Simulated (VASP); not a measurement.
# PbS (Galena) (Fm-3m) in VASP: settings compared

Aim: see how the results for PbS (Galena) move with the level of theory and the settings. Levels: PBE, RPBE+D4, BLYP. Tasks: single point.

Program: VASP 6.6.1. These are calculated values, not measurements. Logs are shortened: lines on timing, memory, paths and dates and some standing lists are left out, and cuts for length are marked.

### Step 1. The cell of the first run

It takes space group Fm-3m (No. 225, cubic). Conventional cell: a = 5.931 Å, b = 5.931 Å, c = 5.931 Å, α = 90.00°, β = 90.00°, γ = 90.00°. Pb (site symmetry m-3m) has 6 S at 2.97 Å within 3.9 Å. Within 3.9 Å of S (site symmetry m-3m) lie 6 Pb at 2.97 Å.

### Step 2. Single point, PBE

INCAR

```
ALGO = Normal
EDIFF = 1E-7
ENCUT = 520
GGA = PE
ISIF = 2
ISMEAR = -1
LASPH = T
LCHARG = F
LREAL = F
LWAVE = F
NBANDS = 17
NELM = 80
PREC = Accurate
SIGMA = 0.05
```

KPOINTS

```
k-points
0
Gamma
  3 3 3
```

POSCAR

```
PbS
1.0
    0.0000000000      2.9657500000      2.9657500000
    2.9657500000      0.0000000000      2.9657500000
    2.9657500000      2.9657500000      0.0000000000
Pb S
1 1
Direct
    0.0000000000      0.0000000000      0.0000000000
    0.5000000000      0.5000000000      0.5000000000
```

Potentials or basis: VASP PAW PBE potentials, release 64 (Pb_d, S).

The run is started by

```
$ cat potpaw_PBE.64/Pb_d/POTCAR potpaw_PBE.64/S/POTCAR > POTCAR
$ mpirun -np 1 vasp_std > vasp.out
```

OUTCAR:

```text
EDIFF = 1E-7
   ENCUT = 520
   GGA = PE
   ISIF = 2
   ISMEAR = -1
   LASPH = T
   LREAL = F
   NELM = 80
   PREC = Accurate

 ion  position               nearest neighbor table
   1  0.000  0.000  0.000-   2 2.97   2 2.97   2 2.97   2 2.97   2 2.97   2 2.97
   2  0.500  0.500  0.500-   1 2.97   1 2.97   1 2.97   1 2.97   1 2.97   1 2.97

  LATTYP: Found a face centered cubic cell.
 ALAT       =     5.9315000000

  Lattice vectors:

 A1 = (   0.0000000000,   2.9657500000,   2.9657500000)
 A2 = (   2.9657500000,   0.0000000000,   2.9657500000)
 A3 = (   2.9657500000,   2.9657500000,   0.0000000000)

Analysis of symmetry for initial positions (statically):
=====================================================================
 Subroutine PRICEL returns:
 Original cell was already a primitive cell.

 Routine SETGRP: Setting up the symmetry group for a
 face centered cubic supercell.

 Subroutine GETGRP returns: Found 48 space group operations
[... 9 lines left out ...]

 Routine SETGRP: Setting up the symmetry group for a
 face centered cubic supercell.

 Subroutine GETGRP returns: Found 48 space group operations
[... 11 lines left out ...]
                                     Primitive cell

  volume of cell :      52.1715

  direct lattice vectors                    reciprocal lattice vectors
     0.000000000  2.965750000  2.965750000    -0.168591419  0.168591419  0.168591419
     2.965750000  0.000000000  2.965750000     0.168591419 -0.168591419  0.168591419
     2.965750000  2.965750000  0.000000000     0.168591419  0.168591419 -0.168591419

  length of vectors
     4.194203873  4.194203873  4.194203873     0.292008903  0.292008903  0.292008903

  position of ions in fractional coordinates (direct lattice)
     0.000000000  0.000000000  0.000000000
     0.500000000  0.500000000  0.500000000

  ion indices of the primitive-cell ions
   primitive index   ion index
                 1           1
                 2           2

----------------------------------------------------------------------------------------

 KPOINTS: k-points

Automatic generation of k-mesh.
 Grid dimensions read from file:
 generate k-points for:    3    3    3

 Generating k-lattice:
[... 25 lines left out ...]
   total plane-waves  NPLWV =  32768
   dimension x,y,z NGX =    32 NGY =   32 NGZ =   32
   dimension x,y,z NGXF=    64 NGYF=   64 NGZF=   64
   ions per type =               1   1
   NGX,Y,Z   is equivalent  to a cutoff of  12.68, 12.68, 12.68 a.u.
   NGXF,Y,Z  is equivalent  to a cutoff of  25.37, 25.37, 25.37 a.u.
 SYSTEM =  unknown system
   PREC   = accura    normal or accurate (medium, high low for compatibility)
   ISTART =      0    job   : 0-new  1-cont  2-samecut
   ICHARG =      2    charge: 1-file 2-atom 10-const
   ISPIN  =      1    spin polarized calculation?
   LNONCOLLINEAR =      F non collinear calculations
   LSORBIT =      F    spin-orbit coupling
   LASPH  =      T    aspherical Exc in radial PAW
   ENCUT  =  520.0 eV  38.22 Ry    6.18 a.u.   7.80  7.80  7.80*2*pi/ulx,y,z
   NELM   =     80;   NELMIN=  2; NELMDL= -5     # of ELM steps
   EDIFF  = 0.1E-06   stopping-criterion for ELM
   LREAL  =      F    real-space projection
   EDIFFG = 0.1E-05   stopping-criterion for IOM
   NSW    =      0    number of steps for IOM
   IBRION =     -1    ionic relax: 0-MD 1-quasi-New 2-CG
   NFREE  =      0    steps in history (QN), initial steepest desc. (CG)
   ISIF   =      2    stress and relaxation
   ISYM   =      2    0-nonsym 1-usesym 2-fastsym
   POTIM  = 0.5000    time-step for ionic-motion
   TEBEG  =    0.0;   TEEND  =   0.0 temperature during run
   PSTRESS=    0.0 pullay stress
   NELECT =      20.0000    total number of electrons
   NUPDOWN=      -1.0000    fix difference up-down
   EMIN   =  10.00;   EMAX   =-10.00  energy-range for DOS
   EFERMI =   0.00;   METHOD = LEGACY
   ISMEAR =    -1;   SIGMA  =   0.05  broadening in eV -4-tet -1-fermi 0-gaus
   EFERMI_NEDOS =   21; number of points for ismear=-14 and -15
   IALGO  =     38    algorithm
   IMIX   =      4    mixing-type and parameters
     AMIX     =   0.40;   BMIX     =  1.00
     AMIX_MAG =   1.60;   BMIX_MAG =  1.00
  volume/ion in A,a.u.               =      26.09       176.04
  Fermi-wavevector in a.u.,A,eV,Ry     =   1.189251  2.247359 19.242973  1.414319
  Thomas-Fermi vector in A             =   2.325363
   LORBIT       =      0    0 simple, 1 ext, 2 COOP (PROOUT), +10 PAW based schemes
   GGA     = PE    functional components
[... 5 lines left out ...]
 non-spin polarized calculation
  energy-cutoff  :      520.00
  volume of cell :       52.17
 maximum number of plane-waves:      1420
   NGX = 15   NGY = 15   NGZ = 15

 number of electron      19.9999998 magnetization

 Free energy of the ion-electron system (eV)
  ---------------------------------------------------
  ext. energy  EPLUGINS =         0.00000000
  ---------------------------------------------------
  free energy    TOTEN  =        -8.87088495 eV

  energy without entropy =       -8.87088495  energy(sigma->0) =       -8.87088495

 E-fermi :   6.1695     XC(G=0):  -9.7009

 val. band max:        5.0558849119   @ k =   0.3333   0.0000   0.0000
 cond. band min:       7.2729374941   @ k =   0.3333   0.0000   0.0000
 fundamental gap:      2.2170525823
 Fermi energy:         6.1694580385

 k-point     1 :       0.0000    0.0000    0.0000
  band No.  band energies     occupation
      1     -11.0305      2.00000
      2     -11.0305      2.00000
      3     -11.0305      2.00000
      4     -11.0156      2.00000
      5     -11.0156      2.00000
      6      -7.8125      2.00000
[... 57 lines left out ...]
      4     -10.9972      2.00000
      5     -10.9837      2.00000
      6      -6.2372      2.00000
[... 9 lines left out ...]
     16      16.0066      0.00000
     17      17.7057      0.00000

------------------------ aborting loop because EDIFF is reached ----------------------------------------

  FORCE on cell =-STRESS in cart. coord.  units (eV):
  Direction    XX          YY          ZZ          XY          YZ          ZX
  --------------------------------------------------------------------------------------
  -------------------------------------------------------------------------------------
  Total        0.3602542      0.3602542      0.3602542     -0.0000000      0.0000000     -0.0000000
  in kB       11.0633335     11.0633335     11.0633335     -0.0000000      0.0000000     -0.0000000
  external PRESSURE =      11.0633335 kB  Pullay stress =       0.0000000 kB

 VOLUME and BASIS-vectors are now :
 -----------------------------------------------------------------------------
  energy-cutoff  :      520.00
  volume of cell :       52.17
      direct lattice vectors                 reciprocal lattice vectors
     0.000000000  2.965750000  2.965750000    -0.168591419  0.168591419  0.168591419
     2.965750000  0.000000000  2.965750000     0.168591419 -0.168591419  0.168591419
     2.965750000  2.965750000  0.000000000     0.168591419  0.168591419 -0.168591419

 POSITION                                       TOTAL-FORCE (eV/Angst)
 -----------------------------------------------------------------------------------
      0.00000      0.00000      0.00000         0.000000      0.000000      0.000000
      2.96575      2.96575      2.96575         0.000000     -0.000000     -0.000000
 -----------------------------------------------------------------------------------
    total drift:                                0.000000     -0.000000     -0.000000

  FREE ENERGIE OF THE ION-ELECTRON SYSTEM (eV)
  ---------------------------------------------------
  free  energy   TOTEN  =        -8.8708849453 eV

  energy  without entropy=       -8.8708849450  energy(sigma->0) =       -8.87088495
```

OSZICAR:

```text
N       E                     dE             d eps       ncg     rms          rms(c)
DAV:   1     0.156162370485E+03    0.15616E+03   -0.89546E+03   136   0.119E+03
DAV:   2     0.228773430949E+01   -0.15387E+03   -0.14897E+03   137   0.312E+02
DAV:   3    -0.906534942111E+01   -0.11353E+02   -0.11283E+02   187   0.880E+01
DAV:   4    -0.932147197798E+01   -0.25612E+00   -0.25594E+00   143   0.154E+01
DAV:   5    -0.933067251615E+01   -0.92005E-02   -0.91992E-02   191   0.277E+00    0.528E+00
DAV:   6    -0.886877992475E+01    0.46189E+00   -0.13669E+00   207   0.785E+00    0.374E+00
DAV:   7    -0.886855067166E+01    0.22925E-03   -0.13125E-01   158   0.183E+00    0.204E+00
DAV:   8    -0.887098869959E+01   -0.24380E-02   -0.13977E-02   142   0.115E+00    0.191E-01
DAV:   9    -0.887079182523E+01    0.19687E-03   -0.33074E-03   200   0.441E-01    0.603E-02
DAV:  10    -0.887087133823E+01   -0.79513E-04   -0.47024E-04   164   0.153E-01    0.190E-02
DAV:  11    -0.887088500209E+01   -0.13664E-04   -0.37042E-05   158   0.407E-02    0.777E-03
DAV:  12    -0.887088500810E+01   -0.60063E-08   -0.64030E-06   188   0.298E-02    0.726E-03
DAV:  13    -0.887088494535E+01    0.62751E-07   -0.42588E-07   150   0.554E-03
   1 F= -.88708849E+01 E0= -.88708849E+01  d E =-.324469E-09
```

It took 7.1 s on 1 thread of Intel Xeon Platinum 8488C (Sapphire Rapids), shared host; peak memory 0.17 GiB.

Results:

| Quantity | Value |
| --- | --- |
| Free energy | -8.8709 eV |
| Pressure | 1.1 GPa |

Caveat: the k points lie up to 0.61 Å⁻¹ apart; this odd mesh misses L, where the gap lies, so gap, dielectric constants and Born charges aren't listed; spin-orbit coupling is left out, which moves the levels of the heavy elements.

(Continued in part 2 of 2.)
